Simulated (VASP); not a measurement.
Here is a VASP 6.6.1 calculation.

The input INCAR:

```
SYSTEM = MnO
PREC     = Accurate       ! precision mode
ENCUT    = 520            ! plane-wave cutoff, eV
EDIFF    = 1E-6           ! SCF threshold, eV
ISMEAR   = -1             ! smearing method
SIGMA    = 0.05           ! smearing width, eV
LREAL    = .FALSE.        ! projectors in reciprocal space
LASPH    = .TRUE.         ! aspherical terms in the spheres
NELM     = 150            ! most SCF steps
ALGO     = Normal         ! electronic algorithm
ISIF     = 2              ! what is computed and relaxed
LWAVE    = .FALSE.        ! write WAVECAR
LCHARG   = .TRUE.         ! write CHGCAR
ISPIN    = 2              ! spin polarisation
MAGMOM   = 4 4 0 0        ! initial moments
LORBIT   = 11             ! projections on sites
LMAXMIX  = 4              ! l up to which the mixer works
GGA      = PS             ! functional
LELF     = .TRUE.         ! ELF
LVHAR    = .TRUE.       
NBANDS   = 31             ! bands
```

File KPOINTS:

```
regular mesh
0
G
  14 14 8
  0 0 0
```

File POSCAR:

```
MnO
1.0
    3.3717009293      0.0000000000      0.0000000000
   -1.6858504646      2.9199786587      0.0000000000
    0.0000000000      0.0000000000      5.2239350000
Mn O
2 2
Direct
    0.3333333333      0.6666666667      0.0109600000
    0.6666666667      0.3333333333      0.5109600000
    0.3333333333      0.6666666667      0.3754700000
    0.6666666667      0.3333333333      0.8754700000
```

Potentials or basis: VASP PAW PBE potentials, release 64 (Mn_pv, O).

Run with:

```bash
$ cat potpaw_PBE.64/Mn_pv/POTCAR potpaw_PBE.64/O/POTCAR > POTCAR
$ mpirun -np 1 vasp_std > vasp.out
```

(1) What does it give for the pressure?

(2) What does it give for the largest force?

(3) Estimate the net moment.

(4) What does it give for the site moments?

## Answers

(1) 6.2 GPa.

(2) 1.129 eV/Å.

(3) 9.94 μB per cell.

(4) Mn +4.37; O +0.21 μB.

Caveat: the cell differs from its parent crystal (zz strain of -3 %); the stress differs along the axes, from 1 to 17 GPa; the PAW data sets were made with another functional, which shifts forces and pressure a little; the run started ferromagnetic, and an antiferromagnetic order may lie lower in energy.
